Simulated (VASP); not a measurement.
Crystal: SnSe.

```
CELL_PARAMETERS angstrom
0.00000 3.01000 3.01000
3.01000 0.00000 3.01000
3.01000 3.01000 0.00000
ATOMIC_POSITIONS crystal
Sn 0.00000 0.00000 0.00000
Se 0.50000 0.50000 0.50000
```

- Program: VASP 6.6.1
- Task: relaxation of cell and atoms
- Functional: RPBE
- Dispersion: D4
- Potentials or basis: VASP PAW PBE potentials, release 64 (Sn_d, Se)
- Cutoff: 600 eV
- k mesh: 8 × 8 × 8
- Occupations: fermi-dirac, width 0.05 eV
- Spin: no spin polarisation

At the start: pressure -1.6 GPa; volume 27.27 Å³/atom.

Q: How do energy, volume and symmetry change on relaxing?

A: Over 7 steps the energy falls by 5.4 meV/atom and the volume is 26.31 Å³/atom (-3.5 %); space group Fm-3m (No. 225, to 0.05 Å).

Step by step:
```
step  energy change (eV)  largest force (eV/Å)  pressure (GPa)  volume (Å³)
   1              0.0000                0.0000           -1.65        54.54
   2             -0.0107                0.0000            0.23        52.36
   3             -0.0109                0.0000            0.04        52.58
   4             -0.0109                0.0000           -0.04        52.62
   5             -0.0109                0.0000           -0.03        52.62
   6             -0.0109                0.0000           -0.05        52.61
   7             -0.0109                0.0000           -0.02        52.61
```

Final structure:
```cif
data_structure
_symmetry_space_group_name_H-M 'P 1'
_symmetry_Int_Tables_number 1
_cell_length_a 4.2060
_cell_length_b 4.2060
_cell_length_c 4.2060
_cell_angle_alpha 60.000
_cell_angle_beta 60.000
_cell_angle_gamma 60.000
_cell_volume 52.61
loop_
_atom_site_label
_atom_site_type_symbol
_atom_site_fract_x
_atom_site_fract_y
_atom_site_fract_z
_atom_site_occupancy
Sn1 Sn 0.00000 0.00000 0.00000 1
Se1 Se 0.50000 0.50000 0.50000 1
```

Caveat: the PAW data sets were made with another functional, which shifts forces and pressure a little.
